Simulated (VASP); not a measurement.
# CoO (P3_221) in VASP: further runs

Runs on CoO. Level: PBE. Tasks: single point, relaxation of cell and atoms.

All numbers are computed with VASP 6.6.1; they aren't measurements. Logs are shortened: lines on timing, memory, paths and dates and some standing lists are left out, and cuts for length are marked.

## Step 1: The cell of the first run

Symmetry: P3_221, No. 154, trigonal system. The conventional cell has a = 3.268 Å, b = 3.268 Å, c = 7.487 Å, α = 90.00°, β = 90.00°, γ = 120.00°. Within 2.6 Å of Co (site symmetry 2) lie 6 O at 1.87 to 2.59 Å. O (site symmetry 2) has 6 Co at 1.87 to 2.59 Å within 2.6 Å.

## Step 2: Single point, PBE, collinear spin, ferromagnetic start

The input, INCAR:

```
ALGO = Normal ; EDIFF = 1E-6
ENCUT = 520 ; GGA = PE
ISIF = 2 ; ISMEAR = 0
ISPIN = 2 ; LASPH = T
LCHARG = F ; LMAXMIX = 4
LORBIT = 11 ; LREAL = F
LWAVE = F ; MAGMOM = 3 3 3 0 0 0
NBANDS = 36 ; NELM = 150
PREC = Accurate ; SIGMA = 0.1
```

The input, KPOINTS:

```
k-points
0
Gamma
  6 6 4
```

The input, POSCAR:

```
CoO
1.0
    3.2682827483      0.0000000000      0.0000000000
   -1.6341413742      2.8304158868      0.0000000000
    0.0000000000      0.0000000000      7.4874783440
Co O
3 3
Direct
    0.7198000000      0.0000000000      0.6666666667
    0.0000000000      0.7198000000      0.3333333333
    0.2802000000      0.2802000000      0.0000000000
    0.4889000000      0.0000000000      0.1666666667
    0.0000000000      0.4889000000      0.8333333333
    0.5111000000      0.5111000000      0.5000000000
```

Potentials or basis: VASP PAW PBE potentials, release 64 (Co, O).

Command:

```
> cat potpaw_PBE.64/Co/POTCAR potpaw_PBE.64/O/POTCAR > POTCAR
> mpirun -np 1 vasp_std > vasp.out
```

OUTCAR:

```text
EDIFF = 1E-6
   ENCUT = 520
   GGA = PE
   ISIF = 2
   ISMEAR = 0
   ISPIN = 2
   LASPH = T
   LORBIT = 11
   LREAL = F
   NELM = 150
   PREC = Accurate

 ion  position               nearest neighbor table
   1  0.720  0.000  0.667-   5 1.87   6 1.87   5 2.44   6 2.44   3 2.96   2 2.96
   2  0.000  0.720  0.333-   4 1.87   6 1.87   4 2.44   6 2.44   3 2.96   1 2.96
   3  0.280  0.280  0.000-   5 1.87   4 1.87   5 2.44   4 2.44   1 2.96   2 2.96
   4  0.489  0.000  0.167-   2 1.87   3 1.87   2 2.44   3 2.44
   5  0.000  0.489  0.833-   1 1.87   3 1.87   1 2.44   3 2.44
   6  0.511  0.511  0.500-   2 1.87   1 1.87   2 2.44   1 2.44

  LATTYP: Found a hexagonal cell.
 ALAT       =     3.2682827483
 C/A-ratio  =     2.2909518303

  Lattice vectors:

 A1 = (   3.2682827483,   0.0000000000,   0.0000000000)
 A2 = (  -1.6341413742,   2.8304158868,   0.0000000000)
 A3 = (   0.0000000000,   0.0000000000,   7.4874783440)

Analysis of symmetry for initial positions (statically):
=====================================================================
 Subroutine PRICEL returns:
 Original cell was already a primitive cell.

 Routine SETGRP: Setting up the symmetry group for a
 hexagonal supercell.

 Subroutine GETGRP returns: Found  6 space group operations
 (whereof  2 operations were pure point group operations)
 out of a pool of 24 trial point group operations.

The static configuration has the point symmetry C_2 .
 The point group associated with its full space group is D_3 .

Analysis of symmetry for dynamics (positions and initial velocities):
=====================================================================
 Subroutine PRICEL returns:
 Original cell was already a primitive cell.

 Routine SETGRP: Setting up the symmetry group for a
 hexagonal supercell.

 Subroutine GETGRP returns: Found  6 space group operations
 (whereof  2 operations were pure point group operations)
 out of a pool of 24 trial point group operations.

The dynamic configuration has the point symmetry C_2 .
 The point group associated with its full space group is D_3 .

Analysis of structural, dynamic, and magnetic symmetry:
=====================================================================
 Subroutine PRICEL returns:
 Original cell was already a primitive cell.

 Routine SETGRP: Setting up the symmetry group for a
 hexagonal supercell.

 Subroutine GETGRP returns: Found  6 space group operations
 (whereof  2 operations were pure point group operations)
 out of a pool of 24 trial point group operations.

The overall configuration has the point symmetry C_2 .
 The point group associated with its full space group is D_3 .

 Subroutine INISYM returns: Found  6 space group operations
 (whereof  2 operations are pure point group operations),
 and found     1 'primitive' translations

----------------------------------------------------------------------------------------

                                     Primitive cell

  volume of cell :      69.2637

  direct lattice vectors                    reciprocal lattice vectors
     3.268282748  0.000000000  0.000000000     0.305971079  0.176652485  0.000000000
    -1.634141374  2.830415887  0.000000000     0.000000000  0.353304970  0.000000000
     0.000000000  0.000000000  7.487478344     0.000000000  0.000000000  0.133556313

  length of vectors
     3.268282748  3.268282748  7.487478344     0.353304970  0.353304970  0.133556313

  position of ions in fractional coordinates (direct lattice)
     0.719800000  0.000000000  0.666666667
     0.000000000  0.719800000  0.333333333
     0.280200000  0.280200000  0.000000000
     0.488900000  0.000000000  0.166666667
     0.000000000  0.488900000  0.833333333
     0.511100000  0.511100000  0.500000000

  ion indices of the primitive-cell ions
   primitive index   ion index
                 1           1
                 2           2
                 3           3
[... 29 lines left out ...]

 Following reciprocal coordinates:
            Coordinates               Weight
  0.000000  0.000000  0.000000      1.000000
  0.166667 -0.000000  0.000000      6.000000
  0.333333 -0.000000  0.000000      6.000000
  0.500000  0.000000  0.000000      3.000000
  0.166667  0.166667  0.000000      6.000000
  0.333333  0.166667  0.000000     12.000000
[... 16 lines left out ...]
  0.333333  0.166667  0.500000     12.000000
  0.333333  0.333333  0.500000      2.000000
   k-points           NKPTS =     24   k-points in BZ     NKDIM =     24   number of bands    NBANDS=     36
   number of dos      NEDOS =    301   number of ions     NIONS =      6
   total plane-waves  NPLWV =  32256
   dimension x,y,z NGX =    24 NGY =   24 NGZ =   56
   dimension x,y,z NGXF=    48 NGYF=   48 NGZF=  112
   ions per type =               3   3
   NGX,Y,Z   is equivalent  to a cutoff of  12.21, 12.21, 12.43 a.u.
   NGXF,Y,Z  is equivalent  to a cutoff of  24.42, 24.42, 24.87 a.u.
 SYSTEM =  unknown system
   PREC   = accura    normal or accurate (medium, high low for compatibility)
   ISTART =      0    job   : 0-new  1-cont  2-samecut
   ICHARG =      2    charge: 1-file 2-atom 10-const
   ISPIN  =      2    spin polarized calculation?
   LNONCOLLINEAR =      F non collinear calculations
   LSORBIT =      F    spin-orbit coupling
   LASPH  =      T    aspherical Exc in radial PAW
   ENCUT  =  520.0 eV  38.22 Ry    6.18 a.u.   6.08  6.08 13.92*2*pi/ulx,y,z
   NELM   =    150;   NELMIN=  2; NELMDL= -5     # of ELM steps
   EDIFF  = 0.1E-05   stopping-criterion for ELM
   LREAL  =      F    real-space projection
   EDIFFG = 0.1E-04   stopping-criterion for IOM
   NSW    =      0    number of steps for IOM
   IBRION =     -1    ionic relax: 0-MD 1-quasi-New 2-CG
   NFREE  =      0    steps in history (QN), initial steepest desc. (CG)
   ISIF   =      2    stress and relaxation
   ISYM   =      2    0-nonsym 1-usesym 2-fastsym
   POTIM  = 0.5000    time-step for ionic-motion
   TEBEG  =    0.0;   TEEND  =   0.0 temperature during run
   PSTRESS=    0.0 pullay stress
   NELECT =      45.0000    total number of electrons
   NUPDOWN=      -1.0000    fix difference up-down
   EMIN   =  10.00;   EMAX   =-10.00  energy-range for DOS
   EFERMI =   0.00;   METHOD = LEGACY
   ISMEAR =     0;   SIGMA  =   0.10  broadening in eV -4-tet -1-fermi 0-gaus
   EFERMI_NEDOS =   21; number of points for ismear=-14 and -15
   IALGO  =     38    algorithm
   IMIX   =      4    mixing-type and parameters
     AMIX     =   0.40;   BMIX     =  1.00
     AMIX_MAG =   1.60;   BMIX_MAG =  1.00
  volume/ion in A,a.u.               =      11.54        77.90
  Fermi-wavevector in a.u.,A,eV,Ry     =   1.417894  2.679432 27.353482  2.010424
  Thomas-Fermi vector in A             =   2.539077
   LORBIT       =     11    0 simple, 1 ext, 2 COOP (PROOUT), +10 PAW based schemes
   GGA     = PE    functional components
   LHFCALC =     F    Hartree Fock is set to
   AEXX    =    0.0000 exact exchange contribution
   IVDW    =     0    specifies the selected vdW correction
   LEPSILON=     F    determine dielectric tensor
   LRPA    =     F    only Hartree local field effects (RPA)
 spin polarized calculation
 Gauss-broadening in eV      SIGMA  =   0.10
  energy-cutoff  :      520.00
  volume of cell :       69.26
 maximum number of plane-waves:      1896
   NGX = 13   NGY = 13   NGZ = 27

 number of electron      45.0000002 magnetization       8.9702890

 Free energy of the ion-electron system (eV)
  ---------------------------------------------------
  ext. energy  EPLUGINS =         0.00000000
  ---------------------------------------------------
  free energy    TOTEN  =       -38.19627203 eV

  energy without entropy =      -38.16730905  energy(sigma->0) =      -38.18179054

 E-fermi :   5.7298     XC(G=0): -11.3206

 val. band max:        5.7123866528   @ k =   0.3333  -0.0000   0.5000
 cond. band min:       5.7322656903   @ k =   0.3333   0.1667   0.5000
 fundamental gap:      0.0198790375
 Fermi energy:         5.7297521478

 spin component 1

 k-point     1 :       0.0000    0.0000    0.0000
  band No.  band energies     occupation
      1     -13.7807      1.00000
      2     -12.9845      1.00000
      3     -12.9845      1.00000
      4      -0.8320      1.00000
      5      -0.8320      1.00000
      6       0.1144      1.00000
[... 877 lines left out ...]
     33      13.7772      0.00000
     34      14.3599      0.00000
 Fermi energy:         5.7297521478

 spin component 2

 k-point     1 :       0.0000    0.0000    0.0000
  band No.  band energies     occupation
      1     -13.1910      1.00000
      2     -12.3719      1.00000
      3     -12.3719      1.00000
      4      -0.1028      1.00000
      5      -0.1028      1.00000
      6       1.4664      1.00000
[... 877 lines left out ...]
     33      14.3860      0.00000
     34      15.2505      0.00000
 [bands above 34 left out]

------------------------ aborting loop because EDIFF is reached ----------------------------------------

  FORCE on cell =-STRESS in cart. coord.  units (eV):
  Direction    XX          YY          ZZ          XY          YZ          ZX
  --------------------------------------------------------------------------------------
  -------------------------------------------------------------------------------------
  Total       -3.0668962     -3.0668962     -0.2182452      0.0000000      0.0000000     -0.0000000
  in kB      -70.9421264    -70.9421264     -5.0483545      0.0000000      0.0000000     -0.0000000
  external PRESSURE =     -48.9775358 kB  Pullay stress =       0.0000000 kB

 VOLUME and BASIS-vectors are now :
 -----------------------------------------------------------------------------
  energy-cutoff  :      520.00
  volume of cell :       69.26
      direct lattice vectors                 reciprocal lattice vectors
     3.268282748  0.000000000  0.000000000     0.305971079  0.176652485  0.000000000
    -1.634141374  2.830415887  0.000000000     0.000000000  0.353304970  0.000000000
     0.000000000  0.000000000  7.487478344     0.000000000  0.000000000  0.133556313

 POSITION                                       TOTAL-FORCE (eV/Angst)
 -----------------------------------------------------------------------------------
      2.35251      0.00000      4.99165        -0.170212     -0.000000      0.000000
     -1.17625      2.03733      2.49583         0.085106     -0.147408     -0.000000
      0.45789      0.79308      0.00000         0.085106      0.147408     -0.000000
      1.59786      0.00000      1.24791         0.420658     -0.000000     -0.000000
     -0.79893      1.38379      6.23957        -0.210329      0.364301     -0.000000
      0.83521      1.44663      3.74374        -0.210329     -0.364301     -0.000000
 -----------------------------------------------------------------------------------
    total drift:                               -0.000008     -0.000015      0.000000

  FREE ENERGIE OF THE ION-ELECTRON SYSTEM (eV)
  ---------------------------------------------------
  free  energy   TOTEN  =       -38.1962720308 eV

  energy  without entropy=      -38.1673090492  energy(sigma->0) =      -38.18179054

 total charge

# of ion       s       p       d       tot
------------------------------------------
    1        0.346   0.370   7.116   7.832
    2        0.346   0.370   7.116   7.832
    3        0.346   0.370   7.116   7.832
    4        1.565   3.398   0.000   4.963
    5        1.565   3.398   0.000   4.963
    6        1.565   3.398   0.000   4.963
--------------------------------------------------
tot          5.732  11.305  21.348  38.385

 magnetization (x)

# of ion       s       p       d       tot
------------------------------------------
    1        0.067   0.018   2.463   2.548
    2        0.067   0.018   2.463   2.548
    3        0.067   0.018   2.463   2.548
    4        0.019   0.323   0.000   0.342
    5        0.019   0.323   0.000   0.342
    6        0.019   0.323   0.000   0.342
--------------------------------------------------
tot          0.258   1.023   7.388   8.669
```

Wall time 50 s (1 thread of Intel Xeon 6975P-C (Granite Rapids), shared host); peak memory 0.24 GiB.

What came out:

* Free energy: -38.1963 eV
* Pressure: -4.9 GPa
* Largest force: 0.421 eV/Å
* Band gap on the k mesh: zero (filled and empty bands overlap)
* Net moment: 8.97 μB per cell
* Site moments: Co +2.55; O +0.34 μB
* Valence electrons inside the program's atomic spheres: Co 7.83; O 4.96

Forces in eV/Å, atoms in the order of the input:
```
Co  -0.170  0.000  0.000
Co   0.085 -0.147  0.000
Co   0.085  0.147  0.000
O    0.421  0.000  0.000
O   -0.210  0.364  0.000
O   -0.210 -0.364  0.000
```

Caveat: the k points lie up to 0.37 Å⁻¹ apart; semilocal functionals often make such compounds metallic where correlation or magnetic order opens a gap, which also shifts bond lengths.

## Step 3: Relaxation of cell and atoms, PBE, collinear spin, ferromagnetic start

The input, INCAR:

```
  PREC = Accurate
  ENCUT = 600
  EDIFF = 1E-6
  ISMEAR = 0
  SIGMA = 0.1
  LREAL = False
  LASPH = True
  NELM = 150
  ALGO = Normal
  ISIF = 3
  LWAVE = False
  LCHARG = False
  ISPIN = 2
  MAGMOM = 2.54 2.54 2.54 0.38 0.38 0.38
  LORBIT = 11
  LMAXMIX = 4
  GGA = PE
  IBRION = 2
  NSW = 90
  EDIFFG = -0.04
```

The input, KPOINTS:

```
Automatic mesh
0
Gamma
  6 6 2
```

POSCAR is that of step 2.

Potentials or basis: VASP PAW PBE potentials, release 64 (Co, O).

Command:

```
> cat potpaw_PBE.64/Co/POTCAR potpaw_PBE.64/O/POTCAR > POTCAR
> mpirun -np 1 vasp_std > vasp.out
```

It took 11 min on 1 thread of Intel Xeon 6975P-C (Granite Rapids), shared host; peak memory 0.27 GiB.

It converged, with:

* Free energy: -39.2326 eV
* Relaxed volume: 9.47 Å³/atom
* Relaxed cell: a = 2.933 Å, b = 2.933 Å, c = 7.627 Å, α = 90.00°, β = 90.00°, γ = 120.00°
* Space group after relaxing (to 0.1 Å): R-3m (No. 166)
* Energy gained by relaxing: 173.4 meV/atom
* Ionic steps: 19
* Pressure after relaxing: 0.0 GPa
* Largest force after relaxing: 0.018 eV/Å
* Net moment: 8.40 μB per cell
* Site moments: Co +2.48; O +0.27 μB
* Valence electrons inside the program's atomic spheres: Co 7.83; O 4.98

Forces on the atoms (eV/Å):
```
Co  -0.004  0.000  0.000
Co   0.002 -0.004  0.000
Co   0.002  0.004  0.000
O    0.018  0.000  0.000
O   -0.009  0.016  0.000
O   -0.009 -0.016  0.000
```

Stress tensor (GPa, compression positive):
```
-0.28  0.00  0.00
 0.00 -0.28  0.00
 0.00  0.00  0.64
```

The path:
```
step  energy change (eV)  largest force (eV/Å)  pressure (GPa)  volume (Å³)
   1              0.0000                0.4090           -5.11        69.26
   2             -0.1478                0.7860            0.07        65.63
   3             -0.2427                1.0884            2.61        61.70
   4             -0.0314                1.8712           22.73        54.23
   5             -0.2503                1.2765            6.24        60.02
   6             -0.3292                1.2122            6.29        59.35
   7             -0.5261                1.0362            7.07        57.34
   8             -0.6981                0.7054           13.05        53.24
   9             -0.8661                0.4104            2.35        55.63
  10             -0.8806                0.3155           -1.63        56.81
  11             -0.8809                0.3262           -1.13        56.66
  12             -0.9011                0.3086           -1.05        56.61
  13             -0.9524                0.2707           -0.63        56.48
  14             -1.0155                0.1745            0.90        56.16
  15             -0.9932                0.1177            4.85        55.35
  16             -1.0298                0.0611            2.75        55.83
  17             -1.0320                0.0124           -2.29        57.74
  18             -1.0392                0.0206            0.00        56.84
  19             -1.0403                0.0182            0.02        56.81
```

Final structure:
```
Co O
1.0
     2.93272    0.00000    0.00000
    -1.46636    2.53981    0.00000
     0.00000    0.00000    7.62683
Co O
3 3
Direct
  0.66805 0.00000 0.66667
  0.00000 0.66805 0.33333
  0.33195 0.33195 0.00000
  0.66305 0.00000 0.16667
  0.00000 0.66305 0.83333
  0.33695 0.33695 0.50000
```

Levels at points of the mesh, in eV from the Fermi level:
Spin up:
| k point | band 25 | band 26 | band 27 | band 28 | band 29 | band 30 |
| --- | --- | --- | --- | --- | --- | --- |
| (0.00, 0.00, 0.00) | -0.37 | -0.37 | -0.35 | 1.14 | 4.78 | 4.78 |
| (0.50, 0.00, 0.00) | -0.57 | -0.45 | -0.43 | 6.05 | 6.37 | 6.37 |
| (0.00, 0.00, 0.50) | -1.58 | 0.12 | 0.12 | 2.64 | 2.64 | 5.55 |
| (0.50, 0.00, 0.50) | -1.64 | 0.16 | 0.26 | 5.01 | 6.89 | 6.90 |
Spin down:
```
           k point  band 16  band 17  band 18  band 19  band 20  band 21
(0.00, 0.00, 0.00)    -0.45    -0.44    -0.44    -0.42    -0.25    -0.25
(0.50, 0.00, 0.00)     0.03     0.04     0.08     0.14     0.29     0.29
(0.00, 0.00, 0.50)    -0.81    -0.79    -0.79    -0.25    -0.25     0.07
(0.50, 0.00, 0.50)    -0.01     0.10     0.11     0.22     0.22     0.30
```

Caveat: the k points lie up to 0.41 Å⁻¹ apart in the final cell; the volume moved by over 15 % at a fixed basis, so the end points are rough; semilocal functionals often make such compounds metallic where correlation or magnetic order opens a gap, which also shifts bond lengths.
